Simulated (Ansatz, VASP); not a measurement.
One calculation of SiC, two programs

```xyz
2
Lattice="0.0000 2.1744 2.1744 2.1744 0.0000 2.1744 2.1744 2.1744 0.0000" Properties=species:S:1:pos:R:3 pbc="T T T"
Si    0.0000    0.0000    0.0000
C     1.0872    1.0872    1.0872
```

Alike in both runs: functional PBE; dispersion D3(BJ); k mesh 10 × 10 × 10; occupations gaussian, width 0.02 eV; no spin polarisation.

Ansatz relaxed the structure, and its values are those at the end. VASP's run is a single point on that final structure, the one shown.

|  | VASP | Ansatz |
| --- | --- | --- |
| version | VASP 6.6.1 | Ansatz 0.2.0 |
| potentials or method | VASP PAW PBE potentials, release 64 (Si, C), cutoff 600 eV | scalar-relativistic, plane waves, PAW |
| valence electrons in the cell | 8 | 8 |

VASP gave:

* gap on the k mesh at the Fermi level (eV): 1.35
* least direct gap on the mesh (eV): 4.55
* pressure (GPa): -0.2

Task: What did Ansatz give for the same quantities?

Result: gap on the k mesh at the Fermi level (eV): 1.35; least direct gap on the mesh (eV): 4.56; pressure (GPa): 0.0.
